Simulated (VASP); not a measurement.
Here is a VASP 6.6.1 calculation.

File INCAR:

```
SYSTEM = Bi
ALGO     = Normal         ! electronic algorithm
EDIFF    = 1E-6           ! SCF threshold, eV
ENCUT    = 520            ! plane-wave cutoff, eV
GGA      = PE             ! functional
ISIF     = 2              ! what is computed and relaxed
ISMEAR   = -1             ! smearing method
LASPH    = .True.         ! aspherical terms in the spheres
LCHARG   = .True.         ! write CHGCAR
LELF     = .True.         ! ELF
LREAL    = .False.        ! projectors in reciprocal space
LVHAR    = .True.       
LWAVE    = .False.        ! write WAVECAR
NBANDS   = 22             ! bands
NELM     = 80             ! most SCF steps
PREC     = Accurate       ! precision mode
SIGMA    = 0.1            ! smearing width, eV
```

KPOINTS

```
k-points
0
Gamma
  12 12 12
  0 0 0
```

Contents of POSCAR:

```
Bi
1.0
    2.2924582305      1.3235513765      4.0467531177
   -2.2924582305      1.3235513765      4.0467531177
    0.0000000000     -2.6471027530      4.0467531177
Bi
2
Direct
    0.2337113826      0.2337113826      0.2337113826
    0.7662886174      0.7662886174      0.7662886174
```

Potentials or basis: VASP PAW PBE potentials, release 64 (Bi_d).

Launch:

```bash
$ cat potpaw_PBE.64/Bi_d/POTCAR > POTCAR
$ mpirun -np 1 vasp_std > vasp.out
```

Q: Estimate the pressure.

A: 0.0 GPa.

Q: Predict the largest force.

A: 0.015 eV/Å.

Q: Predict the band gap on the k mesh.

A: Zero (band 15 reaches 5.81 eV, above the bottom of band 16 at 5.61 eV).

Forces in eV/Å, atoms in the order of the input:
```
Bi   0.000  0.000  0.015
Bi   0.000  0.000 -0.015
```

Caveat: spin-orbit coupling is left out, which moves the levels of the heavy elements.
